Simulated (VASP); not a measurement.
# GaN (Pmm2) in VASP: further runs

Runs on GaN. Level: PBE. Tasks: single point.

All numbers are computed with VASP 6.6.1; they aren't measurements. Logs are shortened: lines on timing, memory, paths and dates and some standing lists are left out, and cuts for length are marked.

**1. The cell of the first run**

It takes space group Pmm2 (No. 25, orthorhombic). The conventional cell has a = 3.216 Å, b = 3.216 Å, c = 8.947 Å, α = 90.00°, β = 90.00°, γ = 90.00°. Ga (site symmetry mm2) has 4 N at 1.97 Å within 2.6 Å. Ga (site symmetry mm2) has 4 N at 1.97 Å within 2.6 Å. Within 2.6 Å of Ga (site symmetry mm2) lie 4 N at 1.97 Å. Within 2.5 Å of Ga (site symmetry mm2) lie 4 N at 1.89 to 1.97 Å. Within 2.6 Å of N (site symmetry mm2) lie 4 Ga at 1.97 Å. Within 2.6 Å of N (site symmetry mm2) lie 4 Ga at 1.97 Å. Within 2.6 Å of N (site symmetry mm2) lie 4 Ga at 1.97 Å. N (site symmetry mm2) has 4 Ga at 1.89 to 1.97 Å within 2.5 Å.

**2. Single point, PBE (the distance across one plane changed)**

Contents of INCAR:

```
SYSTEM = GaN
PREC = Accurate
ENCUT = 520
EDIFF = 1E-6
ISMEAR = 0
SIGMA = 0.05
LREAL = .False.
LASPH = .True.
NELM = 60
ALGO = Normal
ISIF = 2
LWAVE = .False.
LCHARG = .False.
GGA = PE
NBANDS = 46
```

Contents of KPOINTS:

```
regular mesh
0
Gamma
  8 8 3
  0 0 0
```

Contents of POSCAR:

```
GaN
1.0
   -2.2742384928     -2.2742384928      0.0000000000
    2.2742384928     -2.2742384928      0.0000000000
    0.0000000000      0.0000000000      8.9469539710
Ga N
4 4
Direct
    0.5000000000      0.5000000000      0.1906435280
    0.0000000000      0.0000000000      0.4448348986
    0.5000000000      0.5000000000      0.6990262692
    0.0000000000      0.0000000000      0.9532176398
    0.5000000000      0.0000000000      0.3177392133
    0.0000000000      0.5000000000      0.5719305839
    0.5000000000      0.0000000000      0.8261219545
    0.0000000000      0.5000000000      0.0635478427
```

Potentials or basis: VASP PAW PBE potentials, release 64 (Ga_d, N).

Command:

```bash
> cat potpaw_PBE.64/Ga_d/POTCAR potpaw_PBE.64/N/POTCAR > POTCAR
> mpirun -np 1 vasp_std > vasp.out
```

OUTCAR:

```text
SYSTEM = GaN
   PREC = Accurate
   ENCUT = 520
   EDIFF = 1E-6
   ISMEAR = 0
   LREAL = .False.
   LASPH = .True.
   NELM = 60
   ISIF = 2
   GGA = PE

 ion  position               nearest neighbor table
   1  0.500  0.500  0.191-   5 1.97   5 1.97   8 1.97   8 1.97
   2  0.000  0.000  0.445-   5 1.97   6 1.97   6 1.97   5 1.97
   3  0.500  0.500  0.699-   6 1.97   6 1.97   7 1.97   7 1.97
   4  0.000  0.000  0.953-   8 1.89   8 1.89   7 1.97   7 1.97
   5  0.500  0.000  0.318-   1 1.97   2 1.97   1 1.97   2 1.97
   6  0.000  0.500  0.572-   2 1.97   3 1.97   2 1.97   3 1.97
   7  0.500  0.000  0.826-   4 1.97   4 1.97   3 1.97   3 1.97
   8  0.000  0.500  0.064-   4 1.89   4 1.89   1 1.97   1 1.97

  LATTYP: Found a simple tetragonal cell.
 ALAT       =     3.2162589206
 C/A-ratio  =     2.7817890885

  Lattice vectors:

 A1 = (  -2.2742384928,  -2.2742384928,   0.0000000000)
 A2 = (   2.2742384928,  -2.2742384928,   0.0000000000)
 A3 = (   0.0000000000,   0.0000000000,   8.9469539710)

Analysis of symmetry for initial positions (statically):
=====================================================================
 Subroutine PRICEL returns:
 Original cell was already a primitive cell.

 Routine SETGRP: Setting up the symmetry group for a
 simple tetragonal supercell.

 Subroutine GETGRP returns: Found  4 space group operations
 (whereof  4 operations were pure point group operations)
 out of a pool of 16 trial point group operations.

The static configuration has the point symmetry C_2v.

Analysis of symmetry for dynamics (positions and initial velocities):
=====================================================================
 Subroutine PRICEL returns:
 Original cell was already a primitive cell.

 Routine SETGRP: Setting up the symmetry group for a
 simple tetragonal supercell.

 Subroutine GETGRP returns: Found  4 space group operations
 (whereof  4 operations were pure point group operations)
 out of a pool of 16 trial point group operations.

The dynamic configuration has the point symmetry C_2v.

 Subroutine INISYM returns: Found  4 space group operations
 (whereof  4 operations are pure point group operations),
 and found     1 'primitive' translations

----------------------------------------------------------------------------------------

                                     Primitive cell

  volume of cell :      92.5502

  direct lattice vectors                    reciprocal lattice vectors
    -2.274238493 -2.274238493  0.000000000    -0.219853811 -0.219853811  0.000000000
     2.274238493 -2.274238493  0.000000000     0.219853811 -0.219853811  0.000000000
     0.000000000  0.000000000  8.946953971     0.000000000  0.000000000  0.111769883

  length of vectors
     3.216258921  3.216258921  8.946953971     0.310920241  0.310920241  0.111769883

  position of ions in fractional coordinates (direct lattice)
     0.500000000  0.500000000  0.190643528
     0.000000000  0.000000000  0.444834899
     0.500000000  0.500000000  0.699026269
     0.000000000  0.000000000  0.953217640
     0.500000000  0.000000000  0.317739213
     0.000000000  0.500000000  0.571930584
     0.500000000  0.000000000  0.826121955
     0.000000000  0.500000000  0.063547843

  ion indices of the primitive-cell ions
   primitive index   ion index
                 1           1
                 2           2
                 3           3
                 4           4
                 5           5
                 6           6
                 7           7
                 8           8

----------------------------------------------------------------------------------------

 KPOINTS: regular mesh

Automatic generation of k-mesh.
 Grid dimensions read from file:
 generate k-points for:    8    8    3

 Generating k-lattice:

  Cartesian coordinates                     Fractional coordinates (reciprocal lattice)
    -0.027481726 -0.027481726  0.000000000     0.125000000  0.000000000  0.000000000
     0.027481726 -0.027481726  0.000000000     0.000000000  0.125000000  0.000000000
     0.000000000  0.000000000  0.037256628     0.000000000  0.000000000  0.333333333

  Length of vectors
     0.038865030  0.038865030  0.037256628

  Shift w.r.t. Gamma in fractional coordinates (k-lattice)
     0.000000000  0.000000000  0.000000000

 Subroutine IBZKPT returns following result:
 ===========================================

 Found     50 irreducible k-points:

 Following reciprocal coordinates:
            Coordinates               Weight
  0.000000  0.000000  0.000000      1.000000
  0.125000  0.000000  0.000000      2.000000
  0.000000  0.125000  0.000000      2.000000
  0.250000  0.000000  0.000000      2.000000
  0.000000  0.250000  0.000000      2.000000
  0.375000  0.000000  0.000000      2.000000
[... 16 lines left out ...]
  0.500000  0.375000  0.000000      2.000000
 -0.375000  0.500000  0.000000      2.000000
 [... further k-points ...]
   k-points           NKPTS =     50   k-points in BZ     NKDIM =     50   number of bands    NBANDS=     46
   number of dos      NEDOS =    301   number of ions     NIONS =      8
   total plane-waves  NPLWV =  40320
   dimension x,y,z NGX =    24 NGY =   24 NGZ =   70
   dimension x,y,z NGXF=    48 NGYF=   48 NGZF=  140
   ions per type =               4   4
   NGX,Y,Z   is equivalent  to a cutoff of  12.41, 12.41, 13.01 a.u.
   NGXF,Y,Z  is equivalent  to a cutoff of  24.81, 24.81, 26.01 a.u.
 SYSTEM =  GaN
   PREC   = accura    normal or accurate (medium, high low for compatibility)
   ISTART =      0    job   : 0-new  1-cont  2-samecut
   ICHARG =      2    charge: 1-file 2-atom 10-const
   ISPIN  =      1    spin polarized calculation?
   LNONCOLLINEAR =      F non collinear calculations
   LSORBIT =      F    spin-orbit coupling
   LASPH  =      T    aspherical Exc in radial PAW
   ENCUT  =  520.0 eV  38.22 Ry    6.18 a.u.   5.98  5.98 16.64*2*pi/ulx,y,z
   NELM   =     60;   NELMIN=  2; NELMDL= -5     # of ELM steps
   EDIFF  = 0.1E-05   stopping-criterion for ELM
   LREAL  =      F    real-space projection
   EDIFFG = 0.1E-04   stopping-criterion for IOM
   NSW    =      0    number of steps for IOM
   IBRION =     -1    ionic relax: 0-MD 1-quasi-New 2-CG
   NFREE  =      0    steps in history (QN), initial steepest desc. (CG)
   ISIF   =      2    stress and relaxation
   ISYM   =      2    0-nonsym 1-usesym 2-fastsym
   POTIM  = 0.5000    time-step for ionic-motion
   TEBEG  =    0.0;   TEEND  =   0.0 temperature during run
   PSTRESS=    0.0 pullay stress
   NELECT =      72.0000    total number of electrons
   NUPDOWN=      -1.0000    fix difference up-down
   EMIN   =  10.00;   EMAX   =-10.00  energy-range for DOS
   EFERMI =   0.00;   METHOD = LEGACY
   ISMEAR =     0;   SIGMA  =   0.05  broadening in eV -4-tet -1-fermi 0-gaus
   EFERMI_NEDOS =   21; number of points for ismear=-14 and -15
   IALGO  =     38    algorithm
   IMIX   =      4    mixing-type and parameters
     AMIX     =   0.40;   BMIX     =  1.00
     AMIX_MAG =   1.60;   BMIX_MAG =  1.00
  volume/ion in A,a.u.               =      11.57        78.07
  Fermi-wavevector in a.u.,A,eV,Ry     =   1.505659  2.845283 30.844526  2.267009
  Thomas-Fermi vector in A             =   2.616479
   LORBIT       =      0    0 simple, 1 ext, 2 COOP (PROOUT), +10 PAW based schemes
   GGA     = PE    functional components
   LHFCALC =     F    Hartree Fock is set to
   AEXX    =    0.0000 exact exchange contribution
   IVDW    =     0    specifies the selected vdW correction
   LEPSILON=     F    determine dielectric tensor
   LRPA    =     F    only Hartree local field effects (RPA)
 non-spin polarized calculation
 Gauss-broadening in eV      SIGMA  =   0.05
  energy-cutoff  :      520.00
  volume of cell :       92.55
 maximum number of plane-waves:      2536
   NGX = 11   NGY = 11   NGZ = 33

 number of electron      72.0000015 magnetization

 Free energy of the ion-electron system (eV)
  ---------------------------------------------------
  ext. energy  EPLUGINS =         0.00000000
  ---------------------------------------------------
  free energy    TOTEN  =       -48.47305797 eV

  energy without entropy =      -48.47305797  energy(sigma->0) =      -48.47305797

 E-fermi :   5.5019     XC(G=0): -11.6093

 val. band max:        5.2097110159   @ k =   0.0000   0.0000   0.0000
 cond. band min:       6.7952685364   @ k =   0.0000   0.0000   0.0000
 fundamental gap:      1.5855575204
 Fermi energy:         5.5018777092

 k-point     1 :       0.0000    0.0000    0.0000
  band No.  band energies     occupation
      1     -10.8097      2.00000
      2     -10.1151      2.00000
      3      -9.8667      2.00000
      4      -9.5573      2.00000
      5      -8.3787      2.00000
      6      -8.3721      2.00000
[... 38 lines left out ...]
     45      15.3681      0.00000
     46      15.3893      0.00000

 k-point     2 :       0.1250    0.0000    0.0000
  band No.  band energies     occupation
      1     -10.7129      2.00000
      2     -10.0728      2.00000
      3      -9.8352      2.00000
      4      -9.5508      2.00000
      5      -8.3719      2.00000
      6      -8.3543      2.00000
[... 38 lines left out ...]
     45      15.5219      0.00000
     46      15.5575      0.00000

 k-point     3 :       0.0000    0.1250    0.0000
  band No.  band energies     occupation
      1     -10.7054      2.00000
      2     -10.0692      2.00000
      3      -9.8355      2.00000
      4      -9.5508      2.00000
      5      -8.3665      2.00000
      6      -8.3660      2.00000
[... 38 lines left out ...]
     45      15.4159      0.00000
     46      15.4970      0.00000

 k-point     4 :       0.2500    0.0000    0.0000
  band No.  band energies     occupation
      1     -10.4853      2.00000
      2      -9.9700      2.00000
      3      -9.7669      2.00000
      4      -9.5413      2.00000
      5      -8.3551      2.00000
      6      -8.3292      2.00000
[... 920 lines left out ...]
     45      14.7369      0.00000
     46      15.0597      0.00000

 k-point    23 :       0.5000    0.3750    0.0000
  band No.  band energies     occupation
      1     -10.0078      2.00000
      2      -9.6938      2.00000
      3      -9.5344      2.00000
      4      -9.4411      2.00000
      5      -8.3198      2.00000
      6      -8.2412      2.00000
[... 38 lines left out ...]
     45      15.0760      0.00000
     46      15.1535      0.00000

 k-point    24 :      -0.3750    0.5000    0.0000
  band No.  band energies     occupation
      1      -9.9979      2.00000
      2      -9.6969      2.00000
      3      -9.5372      2.00000
      4      -9.4390      2.00000
      5      -8.3177      2.00000
      6      -8.2395      2.00000
[... 38 lines left out ...]
     45      14.9888      0.00000
     46      15.2297      0.00000

 [... further k-points ...]

------------------------ aborting loop because EDIFF is reached ----------------------------------------

  FORCE on cell =-STRESS in cart. coord.  units (eV):
  Direction    XX          YY          ZZ          XY          YZ          ZX
  --------------------------------------------------------------------------------------
  -------------------------------------------------------------------------------------
  Total        1.7023324      1.7023324      2.3862060     -0.7771636      0.0000000      0.0000000
  in kB       29.4698375     29.4698375     41.3086795    -13.4538262      0.0000000      0.0000000
  external PRESSURE =      33.4161182 kB  Pullay stress =       0.0000000 kB

 VOLUME and BASIS-vectors are now :
 -----------------------------------------------------------------------------
  energy-cutoff  :      520.00
  volume of cell :       92.55
      direct lattice vectors                 reciprocal lattice vectors
    -2.274238493 -2.274238493  0.000000000    -0.219853811 -0.219853811  0.000000000
     2.274238493 -2.274238493  0.000000000     0.219853811 -0.219853811  0.000000000
     0.000000000  0.000000000  8.946953971     0.000000000  0.000000000  0.111769883

 POSITION                                       TOTAL-FORCE (eV/Angst)
 -----------------------------------------------------------------------------------
      0.00000     -2.27424      1.70568        -0.000000     -0.000000      0.447134
      0.00000      0.00000      3.97992        -0.000000     -0.000000      0.171576
      0.00000     -2.27424      6.25416         0.000000      0.000000      0.184168
      0.00000      0.00000      8.52839        -0.000000     -0.000000     -1.760761
     -1.13712     -1.13712      2.84280        -0.000000     -0.000000     -0.170112
      1.13712     -1.13712      5.11704        -0.000000     -0.000000     -0.178780
     -1.13712     -1.13712      7.39128        -0.000000     -0.000000     -0.226851
      1.13712     -1.13712      0.56856        -0.000000     -0.000000      1.533626
 -----------------------------------------------------------------------------------
    total drift:                               -0.000000     -0.000000      0.000472

  FREE ENERGIE OF THE ION-ELECTRON SYSTEM (eV)
  ---------------------------------------------------
  free  energy   TOTEN  =       -48.4730579660 eV

  energy  without entropy=      -48.4730579660  energy(sigma->0) =      -48.47305797
```

It took 5.9 min on 1 thread of Intel Xeon 8259CL, shared host; peak memory 0.29 GiB.

What came out:

```yaml
Free_energy: -48.4731 eV
Pressure: 3.3 GPa
Largest_force: 1.761 eV/Å
Band_gap_on_the_k_mesh: 1.59 eV
```

Forces in eV/Å, atoms in the order of the input:
```
Ga   0.000  0.000  0.447
Ga   0.000  0.000  0.172
Ga   0.000  0.000  0.184
Ga   0.000  0.000 -1.761
N    0.000  0.000 -0.170
N    0.000  0.000 -0.179
N    0.000  0.000 -0.227
N    0.000  0.000  1.534
```

Stress tensor (GPa, compression positive):
```
 2.95 -1.35  0.00
-1.35  2.95  0.00
 0.00  0.00  4.13
```

Caveat: the cell differs from its parent crystal (the distance across one plane changed); the cell stands under pressure; forces of over 1 eV/Å act on the atoms, so gaps and moduli don't describe the material at rest.

**3. Single point, PBE (the distance across one plane changed)**

Contents of INCAR:

```
PREC = Accurate
ENCUT = 520
EDIFF = 1E-7
ISMEAR = 0
SIGMA = 0.05
LREAL = False
LASPH = True
NELM = 100
ALGO = Normal
ISIF = 2
LWAVE = False
LCHARG = False
GGA = PE
NBANDS = 46
```

Contents of KPOINTS:

```
Automatic mesh
0
Gamma
  8 8 3
```

Contents of POSCAR:

```
GaN
1.0
   -2.2742384928     -2.2742384928      0.0000000000
    2.2742384928     -2.2742384928      0.0000000000
    0.0000000000      0.0000000000      9.3469539710
Ga N
4 4
Direct
    0.5000000000      0.5000000000      0.1824849972
    0.0000000000      0.0000000000      0.4257983269
    0.5000000000      0.5000000000      0.6691116565
    0.0000000000      0.0000000000      0.9124249862
    0.5000000000      0.0000000000      0.3041416621
    0.0000000000      0.5000000000      0.5474549917
    0.5000000000      0.0000000000      0.7907683214
    0.0000000000      0.5000000000      0.0608283324
```

Potentials or basis: VASP PAW PBE potentials, release 64 (Ga_d, N).

Command:

```bash
> cat potpaw_PBE.64/Ga_d/POTCAR potpaw_PBE.64/N/POTCAR > POTCAR
> mpirun -np 1 vasp_std > vasp.out
```

OUTCAR:

```text
PREC = Accurate
   ENCUT = 520
   EDIFF = 1E-7
   ISMEAR = 0
   LREAL = False
   LASPH = True
   NELM = 100
   ISIF = 2
   GGA = PE

 ion  position               nearest neighbor table
   1  0.500  0.500  0.182-   8 1.97   8 1.97   5 1.97   5 1.97
   2  0.000  0.000  0.426-   5 1.97   6 1.97   6 1.97   5 1.97
   3  0.500  0.500  0.669-   6 1.97   6 1.97   7 1.97   7 1.97
   4  0.000  0.000  0.912-   7 1.97   7 1.97   8 2.12   8 2.12
[... 1391 lines left out ...]
  -------------------------------------------------------------------------------------
  Total       -1.1441033     -1.1441033     -3.9743948      0.3336047      0.0000000      0.0000000
  in kB      -18.9584885    -18.9584885    -65.8581426      5.5280336      0.0000000      0.0000000
  external PRESSURE =     -34.5917065 kB  Pullay stress =       0.0000000 kB

 VOLUME and BASIS-vectors are now :
 -----------------------------------------------------------------------------
  energy-cutoff  :      520.00
  volume of cell :       96.69
      direct lattice vectors                 reciprocal lattice vectors
    -2.274238493 -2.274238493  0.000000000    -0.219853811 -0.219853811  0.000000000
     2.274238493 -2.274238493  0.000000000     0.219853811 -0.219853811  0.000000000
     0.000000000  0.000000000  9.346953971     0.000000000  0.000000000  0.106986726

 POSITION                                       TOTAL-FORCE (eV/Angst)
 -----------------------------------------------------------------------------------
      0.00000     -2.27424      1.70568        -0.000000     -0.000000     -0.749274
      0.00000      0.00000      3.97992         0.000000      0.000000     -0.270954
      0.00000     -2.27424      6.25416        -0.000000     -0.000000     -0.289634
      0.00000      0.00000      8.52839         0.000000      0.000000      2.303073
     -1.13712     -1.13712      2.84280         0.000000      0.000000      0.292906
      1.13712     -1.13712      5.11704         0.000000      0.000000      0.282453
     -1.13712     -1.13712      7.39128         0.000000      0.000000      0.288397
      1.13712     -1.13712      0.56856         0.000000      0.000000     -1.856967
 -----------------------------------------------------------------------------------
    total drift:                               -0.000000      0.000000     -0.000847

  FREE ENERGIE OF THE ION-ELECTRON SYSTEM (eV)
  ---------------------------------------------------
  free  energy   TOTEN  =       -48.2891143766 eV

  energy  without entropy=      -48.2891143766  energy(sigma->0) =      -48.28911438
```

It took 6.1 min on 1 thread of Intel Xeon 8259CL, shared host; peak memory 0.3 GiB.

What came out:

```
Free energy            : -48.2891 eV
Pressure               : -3.5 GPa
Largest force          : 2.303 eV/Å
Band gap on the k mesh : 1.03 eV
```

Forces on the atoms (eV/Å):
```
Ga   0.000  0.000 -0.749
Ga   0.000  0.000 -0.271
Ga   0.000  0.000 -0.290
Ga   0.000  0.000  2.303
N    0.000  0.000  0.293
N    0.000  0.000  0.282
N    0.000  0.000  0.288
N    0.000  0.000 -1.857
```

Stress tensor (GPa, compression positive):
```
-1.90  0.55  0.00
 0.55 -1.90  0.00
 0.00  0.00 -6.59
```

Levels at points of the mesh, in eV from the valence-band top:
| k point | band 32 | band 33 | band 34 | band 35 | band 36 | band 37 | band 38 | band 39 | band 40 | band 41 |
| --- | --- | --- | --- | --- | --- | --- | --- | --- | --- | --- |
| (0.00, 0.00, 0.00) | -1.42 | -1.27 | -0.36 | -0.21 | 0.00 | 1.03 | 3.09 | 3.96 | 4.24 | 6.17 |
| (0.50, 0.00, 0.00) | -1.34 | -1.33 | -1.29 | -1.09 | -0.20 | 3.82 | 4.00 | 5.60 | 5.91 | 7.15 |
| (0.00, 0.50, 0.00) | -1.37 | -1.19 | -1.16 | -1.12 | -0.69 | 3.69 | 3.96 | 5.75 | 5.82 | 6.82 |
| (0.50, 0.50, 0.00) | -3.64 | -2.94 | -2.80 | -2.66 | -2.62 | 2.61 | 3.28 | 5.40 | 5.56 | 5.95 |

Caveat: the cell differs from its parent crystal (the distance across one plane changed); the cell stands under tension; forces of over 1 eV/Å act on the atoms, so gaps and moduli don't describe the material at rest.
